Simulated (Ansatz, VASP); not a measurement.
## Bi: VASP beside Ansatz

```xyz
2
Lattice="2.2467 1.2812 3.9361 -2.2993 1.3039 3.9588 -0.0066 -2.6444 3.9671" Properties=species:S:1:pos:R:3 pbc="T T T"
Bi   -0.0139   -0.0139    2.7744
Bi   -0.0454   -0.0454    9.0876
```

Change from the starting cell: equal xy, yz and zx shear strains of -1 %.

Alike in both runs: task single point; functional PBEsol; k mesh 10 × 10 × 10; occupations fermi-dirac, width 0.03 eV; no spin polarisation.

|  | VASP | Ansatz |
| --- | --- | --- |
| version | VASP 6.6.1 | Ansatz 0.2.0 |
| potentials or method | VASP PAW PBE potentials, release 64 (Bi_d), cutoff 520 eV | all-electron LAPW, scalar-relativistic |

VASP gave:

```
pressure (GPa)                                                : -0.7
traceless stress, the component that is largest in VASP (GPa) : 0.45
rms of the force components (eV/Å)                            : 0.078
```

Which values does Ansatz return?

Pressure (GPa): -0.6; traceless stress, the component that is largest in VASP (GPa): 0.45; rms of the force components (eV/Å): 0.076.

VASP's potentials were made for PBE, not for PBEsol. Atom by atom the forces differ by 0.003 eV/Å (rms over components). Ansatz ran all-electron here, and VASP with PAW potentials.

Neither program's run includes spin-orbit coupling.
